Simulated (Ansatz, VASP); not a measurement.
## TaN in VASP and in Ansatz

File POSCAR:

```
TaN
1.0
    0.0000000000      2.2413805221      2.2413805221
    2.2413805221      0.0000000000      2.2413805221
    2.2413805221      2.2413805221      0.0000000000
Ta N
1 1
Direct
    0.5000000000      0.5000000000      0.5000000000
    0.0000000000      0.0000000000      0.0000000000
```

The input INCAR.step1:

```
PREC = Accurate
ENCUT = 660
ISMEAR = 0
SIGMA = 0.1
LREAL = False
LASPH = True
NELM = 120
NBANDS = 16
GGA = PE
ALGO = Normal
EDIFF = 1E-5
LWAVE = True
LCHARG = False
GGA_COMPAT = False
```

File INCAR.step2:

```
PREC = Accurate
ENCUT = 660
EDIFF = 1E-6
ISMEAR = 0
SIGMA = 0.1
LREAL = False
LASPH = True
NELM = 120
ALGO = Normal
ISIF = 2
LWAVE = False
LCHARG = False
METAGGA = R2SCAN
LMIXTAU = True
NBANDS = 16
ISTART = 1
GGA_COMPAT = False
```

The input KPOINTS:

```
Automatic mesh
0
Gamma
  16 16 16
```

Input for Ansatz:

```yaml
crystal:
  lattice:
    - [0.0, 2.2413805221, 2.2413805221]
    - [2.2413805221, 0.0, 2.2413805221]
    - [2.2413805221, 2.2413805221, 0.0]
  atoms:
    - { symbol: Ta, position: [0.5, 0.5, 0.5] }
    - { symbol: "N", position: [0.0, 0.0, 0.0] }
basis:
  ecutwfc: 500
kpoints:
  mp_grid: { grid: [16, 16, 16] }
hamiltonian:
  xc: r2scan
scf:
  occupations: { method: gaussian, width: 0.1 }
output:
  forces: true
  stress: true
  eigenvalues: true
```

Alike in both runs: task single point; functional r2SCAN; k mesh 16 × 16 × 16; occupations gaussian, width 0.1 eV; no spin polarisation.

|  | VASP | Ansatz |
| --- | --- | --- |
| version | VASP 6.6.1 | Ansatz 0.2.0 |
| potentials or method | VASP PAW PBE potentials, release 64 (Ta_sv_GW, N), cutoff 660 eV | scalar-relativistic, plane waves, PAW |
| valence electrons in the cell | 18 | 18 |

|  | VASP | Ansatz | Ansatz less VASP |
| --- | --- | --- | --- |
| gap on the k mesh at the Fermi level (eV) | none | none | - |
| pressure (GPa) | -18.1 | -18.0 | +0.09 |

VASP's potentials were made for PBE, not for r2SCAN. A gap of «none» marks a metal or a gap that the smearing closes. With one functional, cell and mesh, what is left measures potentials, basis and numerics.

Neither program's run includes spin-orbit coupling.
